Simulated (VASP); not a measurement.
# MgS (Pm-3m) in VASP: further runs

Runs on MgS. Level: LDA. Tasks: vibrations by perturbation theory.

All numbers are computed with VASP 6.6.1; they aren't measurements. Logs are shortened: lines on timing, memory, paths and dates and some standing lists are left out, and cuts for length are marked.

## 1. The cell of the first run

Symmetry: Pm-3m, No. 221, cubic system. Conventional cell: a = 3.179 Å, b = 3.179 Å, c = 3.179 Å, α = 90.00°, β = 90.00°, γ = 90.00°. Within 3.6 Å of Mg (site symmetry m-3m) lie 8 S at 2.75 Å and 6 Mg at 3.18 Å. S (site symmetry m-3m) has 8 Mg at 2.75 Å and 6 S at 3.18 Å within 3.6 Å.

## 2. Vibrations by perturbation theory, LDA

Input file INCAR:

```
  PREC = Accurate
  ENCUT = 520
  EDIFF = 1E-8
  ISMEAR = -1
  SIGMA = 0.15
  LREAL = False
  LASPH = True
  NELM = 100
  ALGO = Normal
  ISIF = 2
  LWAVE = False
  LCHARG = False
  GGA = CA
  IBRION = 8
  NSW = 1
```

Input file KPOINTS:

```
regular mesh
0
Gamma
  14 14 14
```

Input file POSCAR:

```
MgS
1.0
    3.1792000000      0.0000000000      0.0000000000
    0.0000000000      3.1792000000      0.0000000000
    0.0000000000      0.0000000000      3.1792000000
Mg S
1 1
Direct
    0.0000000000      0.0000000000      0.0000000000
    0.5000000000      0.5000000000      0.5000000000
```

Potentials or basis: VASP PAW LDA potentials, release 64 (Mg, S).

The run is started by

```bash
> cat potpaw_LDA.64/Mg/POTCAR potpaw_LDA.64/S/POTCAR > POTCAR
> mpirun -np 1 vasp_std > vasp.out
```

OUTCAR:

```text
PREC = Accurate
   ENCUT = 520
   EDIFF = 1E-8
   ISMEAR = -1
   LREAL = False
   LASPH = True
   NELM = 100
   ISIF = 2
   GGA = CA
   IBRION = 8
   NSW = 1

 ion  position               nearest neighbor table
   1  0.000  0.000  0.000-   2 2.75   2 2.75   2 2.75   2 2.75   2 2.75   2 2.75   2 2.75   2 2.75

   2  0.500  0.500  0.500-   1 2.75   1 2.75   1 2.75   1 2.75   1 2.75   1 2.75   1 2.75   1 2.75

  LATTYP: Found a simple cubic cell.
 ALAT       =     3.1792000000

  Lattice vectors:

 A1 = (   3.1792000000,   0.0000000000,   0.0000000000)
 A2 = (   0.0000000000,   3.1792000000,   0.0000000000)
 A3 = (   0.0000000000,   0.0000000000,   3.1792000000)

Analysis of symmetry for initial positions (statically):
=====================================================================
 Subroutine PRICEL returns:
 Original cell was already a primitive cell.

 Routine SETGRP: Setting up the symmetry group for a
 simple cubic supercell.

 Subroutine GETGRP returns: Found 48 space group operations
 (whereof 48 operations were pure point group operations)
 out of a pool of 48 trial point group operations.

The static configuration has the point symmetry O_h .

Analysis of symmetry for dynamics (positions and initial velocities):
=====================================================================
 Subroutine PRICEL returns:
 Original cell was already a primitive cell.

 Routine SETGRP: Setting up the symmetry group for a
 simple cubic supercell.

 Subroutine GETGRP returns: Found 48 space group operations
 (whereof 48 operations were pure point group operations)
 out of a pool of 48 trial point group operations.

The dynamic configuration has the point symmetry O_h .

 Subroutine INISYM returns: Found 48 space group operations
 (whereof 48 operations are pure point group operations),
 and found     1 'primitive' translations

----------------------------------------------------------------------------------------

                                     Primitive cell

  volume of cell :      32.1332

  direct lattice vectors                    reciprocal lattice vectors
     3.179200000  0.000000000  0.000000000     0.314544540  0.000000000  0.000000000
     0.000000000  3.179200000  0.000000000     0.000000000  0.314544540  0.000000000
     0.000000000  0.000000000  3.179200000     0.000000000  0.000000000  0.314544540

  length of vectors
     3.179200000  3.179200000  3.179200000     0.314544540  0.314544540  0.314544540

  position of ions in fractional coordinates (direct lattice)
     0.000000000  0.000000000  0.000000000
     0.500000000  0.500000000  0.500000000

  ion indices of the primitive-cell ions
   primitive index   ion index
                 1           1
                 2           2

----------------------------------------------------------------------------------------

 KPOINTS: regular mesh

Automatic generation of k-mesh.
 Grid dimensions read from file:
 generate k-points for:   14   14   14

 Generating k-lattice:

  Cartesian coordinates                     Fractional coordinates (reciprocal lattice)
     0.022467467  0.000000000  0.000000000     0.071428571  0.000000000  0.000000000
     0.000000000  0.022467467  0.000000000     0.000000000  0.071428571  0.000000000
     0.000000000  0.000000000  0.022467467     0.000000000  0.000000000  0.071428571

  Length of vectors
     0.022467467  0.022467467  0.022467467

  Shift w.r.t. Gamma in fractional coordinates (k-lattice)
     0.000000000  0.000000000  0.000000000

 Subroutine IBZKPT returns following result:
 ===========================================

 Found    120 irreducible k-points:
[... 76 lines left out ...]
   LRPA    =     F    only Hartree local field effects (RPA)
 non-spin polarized calculation
  energy-cutoff  :      520.00
  volume of cell :       32.13
 maximum number of plane-waves:       912
 NGX is ok and might be reduce to    24
   NGX = 11   NGY = 11   NGZ = 11

--------------------------------------- Ionic step        1  -------------------------------------------

 number of electron       8.0000003 magnetization

 Free energy of the ion-electron system (eV)
  ---------------------------------------------------
  ext. energy  EPLUGINS =         0.00000000
  ---------------------------------------------------
  free energy    TOTEN  =        -8.36502720 eV

  energy without entropy =       -8.33041912  energy(sigma->0) =       -8.34772316

 E-fermi :   6.0187     XC(G=0): -10.4455

 val. band max:        5.9904828400   @ k =   0.4286   0.4286   0.0714
 cond. band min:       6.0560590594   @ k =   0.4286   0.3571   0.0000
 fundamental gap:      0.0655762193
 Fermi energy:         6.0186669154

 k-point     1 :       0.0000    0.0000    0.0000
  band No.  band energies     occupation
      1      -8.4740      2.00000
      2       4.6315      1.99981
      3       4.6315      1.99981
      4       4.6315      1.99981
      5       7.2663      0.00049
      6      10.1323      0.00000
      7      10.1323      0.00000
      8      19.1579      0.00000
[... 243 lines left out ...]
 k-point    24 :       0.3571    0.2143    0.0000
  band No.  band energies     occupation
      1      -7.0534      2.00000
      2       0.1180      2.00000
      3       2.7424      2.00000
      4       5.5620      1.90906
      5       9.4752      0.00000
      6      10.9787      0.00000
      7      14.1979      0.00000
      8      14.6152      0.00000

 [... further k-points ...]

------------------------ aborting loop because EDIFF is reached ----------------------------------------

  FORCE on cell =-STRESS in cart. coord.  units (eV):
  Direction    XX          YY          ZZ          XY          YZ          ZX
  --------------------------------------------------------------------------------------
  -------------------------------------------------------------------------------------
  Total        0.3651090      0.3651090      0.3651090      0.0000000      0.0000000      0.0000000
  in kB       18.2045344     18.2045344     18.2045344      0.0000000      0.0000000      0.0000000
  external PRESSURE =      18.2045344 kB  Pullay stress =       0.0000000 kB

 VOLUME and BASIS-vectors are now :
 -----------------------------------------------------------------------------
  energy-cutoff  :      520.00
  volume of cell :       32.13
      direct lattice vectors                 reciprocal lattice vectors
     3.179200000  0.000000000  0.000000000     0.314544540  0.000000000  0.000000000
     0.000000000  3.179200000  0.000000000     0.000000000  0.314544540  0.000000000
     0.000000000  0.000000000  3.179200000     0.000000000  0.000000000  0.314544540

 POSITION                                       TOTAL-FORCE (eV/Angst)
 -----------------------------------------------------------------------------------
      0.00000      0.00000      0.00000         0.000000      0.000000      0.000000
      1.58960      1.58960      1.58960         0.000000      0.000000      0.000000
 -----------------------------------------------------------------------------------
    total drift:                               -0.000000     -0.000000     -0.000000

  FREE ENERGIE OF THE ION-ELECTRON SYSTEM (eV)
  ---------------------------------------------------
  free  energy   TOTEN  =        -8.3650272017 eV

  energy  without entropy=       -8.3304191176  energy(sigma->0) =       -8.34772316

[... ionic steps 2 to 3 ...]

--------------------------------------- Ionic step        4  -------------------------------------------

------------------------ aborting loop because EDIFF is reached ----------------------------------------

[... ionic steps 5 to 6 ...]

--------------------------------------- Ionic step        7  -------------------------------------------

 Free energy of the ion-electron system (eV)
  ---------------------------------------------------
  ---------------------------------------------------
  free energy    TOTEN  =        -0.10311735 eV

  energy without entropy =       -0.10311735

------------------------ aborting loop because EDIFF is reached ----------------------------------------

 INTERNAL STRAIN TENSOR  FOR ION    2  DIRECTION 1   (eV/Angst):
 -----------------------------------------------------------------------------
    -0.01314  0.00000  0.00000
     0.00000  0.01352  0.00000
    -0.00000  0.00000  0.01352

 INTERNAL STRAIN TENSOR FOR ION    2 for displacements in x,y,z  (eV/Angst):
          X           Y           Z          XY          YZ          ZX
  --------------------------------------------------------------------------------
  x     0.00000     0.00000     0.00000     0.00000     0.00000     0.00000
  y     0.00000     0.00000     0.00000     0.00000     0.00000     0.00000
  z     0.00000     0.00000     0.00000     0.00000     0.00000     0.00000

 SECOND DERIVATIVES (NOT SYMMETRIZED)
 ------------------------------------
               1X          1Y          1Z          2X          2Y          2Z
  1X    -0.388793   -0.000000   -0.000000    0.388793    0.000000    0.000000
  1Y    -0.000000   -0.388793   -0.000000    0.000000    0.388793    0.000000
  1Z    -0.000000   -0.000000   -0.388793    0.000000    0.000000    0.388793
  2X     0.400166   -0.000000    0.000000   -0.400166    0.000000   -0.000000
  2Y    -0.000000    0.400166    0.000000    0.000000   -0.400166   -0.000000
  2Z     0.000000    0.000000    0.400166   -0.000000   -0.000000   -0.400166

 Eigenvectors and eigenvalues of the dynamical matrix
 ----------------------------------------------------

   1 f  =    2.638156 THz    16.576020 2PiTHz   87.999396 cm-1    10.910530 meV
             X         Y         Z           dx          dy          dz
      0.000000  0.000000  0.000000     0.000000    0.000000    0.749498
      1.589600  1.589600  1.589600    -0.000000    0.000000   -0.662007
[... 21 lines left out ...]
   6 f/i=    0.018871 THz     0.118570 2PiTHz    0.629467 cm-1     0.078044 meV
             X         Y         Z           dx          dy          dz
      0.000000  0.000000  0.000000    -0.487159    0.284908   -0.346058
      1.589600  1.589600  1.589600    -0.551542    0.322562   -0.391793

--------------------------------------------------------------------------------------------------------

 ELASTIC MODULI CONTR FROM IONIC RELAXATION (kBar)
 Direction    XX          YY          ZZ          XY          YZ          ZX
 --------------------------------------------------------------------------------
 XX           0.0000      0.0000      0.0000      0.0000      0.0000      0.0000
 YY           0.0000      0.0000      0.0000      0.0000      0.0000      0.0000
 ZZ           0.0000      0.0000      0.0000      0.0000      0.0000      0.0000
 XY           0.0000      0.0000      0.0000      0.0000      0.0000      0.0000
 YZ           0.0000      0.0000      0.0000      0.0000      0.0000      0.0000
 ZX           0.0000      0.0000      0.0000      0.0000      0.0000      0.0000
 --------------------------------------------------------------------------------
```

Run time: 2.2 min. Hardware: 1 thread of AMD EPYC 7R13, shared host; peak memory 0.3 GiB.

What came out:

```
Highest phonon frequency at Γ, LO-TO splitting left out : 88 cm⁻¹
```

Phonon frequencies in cm⁻¹ (negative: imaginary):
| q point | frequencies |
| --- | --- |
| (0.000, 0.000, 0.000) | -1 -1 -1 88 88 88 |

Caveat: the cell stands under pressure or tension, which shifts response properties.

(Part 1 of 2 ends here.)
